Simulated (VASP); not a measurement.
Wanted: the native input for a VASP 6.6.1 run.

```
Task                   : relaxation of cell and atoms
Functional             : BLYP
Potentials or basis    : VASP PAW PBE potentials, release 64 (Ge_d)
Cutoff                 : 600 eV
k mesh                 : 10 × 10 × 6
Occupations            : fermi-dirac, width 0.05 eV
Spin                   : no spin polarisation
Dipole correction      : no
Further INCAR settings : ALGO = Normal; EDIFF = 1e-07; IBRION = 2; EDIFFG = -0.01; NSW = 60; ISIF = 3
```

The structure of Ge lies in POSCAR:

```
Ge
1.0
    1.4880529250     -2.5946896100      0.0000000000
    1.4880529250      2.5946896100      0.0000000000
    0.0000000000      0.0000000000      4.7275957900
Ge
2
Direct
    0.3334466300      0.6665533700      0.2500000000
    0.6665533700      0.3334466300      0.7500000000
```

The input as run:

INCAR

```
PREC = Accurate
ENCUT = 600
EDIFF = 1E-7
ISMEAR = -1
SIGMA = 0.05
LREAL = F
LASPH = T
NELM = 80
ALGO = Normal
ISIF = 3
LWAVE = F
LCHARG = F
GGA = B5
ALDAX = 1.0
AGGAX = 1.0
AGGAC = 1.0
ALDAC = 0.0
IBRION = 2
NSW = 60
EDIFFG = -0.01
```

KPOINTS

```
regular mesh
0
Gamma
  10 10 6
```

Potentials or basis: VASP PAW PBE potentials, release 64 (Ge_d).

Command:

```console
$ cat potpaw_PBE.64/Ge_d/POTCAR > POTCAR
$ mpirun -np 1 vasp_std > vasp.out
```

It gave:

The relaxed volume is 21.50 Å³/atom. The relaxed cell is a = 3.124 Å, b = 3.124 Å, c = 5.101 Å, α = 90.00°, β = 90.00°, γ = 120.30°. The space group after relaxing (to 0.05 Å) is P6_3/mmc (No. 194). The energy gained by relaxing is 101.6 meV/atom, the ionic steps are 9 and the pressure after relaxing is 0.0 GPa. The largest force after relaxing is 0.006 eV/Å. The band gap on the k mesh is zero (band 14 reaches 11.73 eV, above the bottom of band 15 at 4.13 eV).

Caveat: the volume moved by over 15 % at a fixed basis, so the end points are rough; the PAW data sets were made with another functional, which shifts forces and pressure a little.

It used 1000 s of CPU time on 1 thread of AMD EPYC 7R13 Processor (Zen 3), on a shared host.
